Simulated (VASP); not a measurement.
Na2SrO2, 5 atoms in the cell. Symmetry: P-3m1, No. 164, trigonal system. The conventional cell has a = 3.783 Å, b = 3.783 Å, c = 6.278 Å, α = 90.00°, β = 90.00°, γ = 120.00°. Na (site symmetry 3m) has 4 O at 2.35 to 2.50 Å and 3 Na at 2.73 Å and 3 Sr at 3.19 Å within 3.2 Å. Within 3.5 Å of Sr (site symmetry -3m) lie 6 O at 2.62 Å and 6 Na at 3.19 Å. Within 3.1 Å of O (site symmetry 3m) lie 4 Na at 2.35 to 2.50 Å and 3 Sr at 2.62 Å. The cell was built from a structure type or drawn by symmetry, and may not be a known phase.

* Program: VASP 6.6.1
* Task: single point
* Functional: PBE
* Potentials or basis: VASP PAW PBE potentials, release 64 (Na_pv, Sr_sv, O)
* Cutoff: 520 eV
* k mesh: 6 × 6 × 4
* Occupations: gaussian, width 0.1 eV
* Spin: no spin polarisation
* Dipole correction: no
* Further INCAR settings: ALGO = Normal; EDIFF = 1e-07; NBANDS = 26

Potentials or basis: VASP PAW PBE potentials, release 64 (Na_pv, Sr_sv, O).

The run is started by

```bash
$ cat potpaw_PBE.64/Na_pv/POTCAR potpaw_PBE.64/Sr_sv/POTCAR potpaw_PBE.64/O/POTCAR > POTCAR
$ mpirun -np 1 vasp_std > vasp.out
```

Hardware: 1 thread of Intel(R) Xeon(R) Platinum 8375C CPU @ 2.90GHz (Ice Lake) (shared host).

Task: Estimate the wall time of this run.

Result: Run time: 44 s on 1 thread of Intel(R) Xeon(R) Platinum 8375C CPU @ 2.90GHz (Ice Lake), with other jobs on the host, peak memory 0.21 GiB. Counts: scf iterations 15, k points 24.
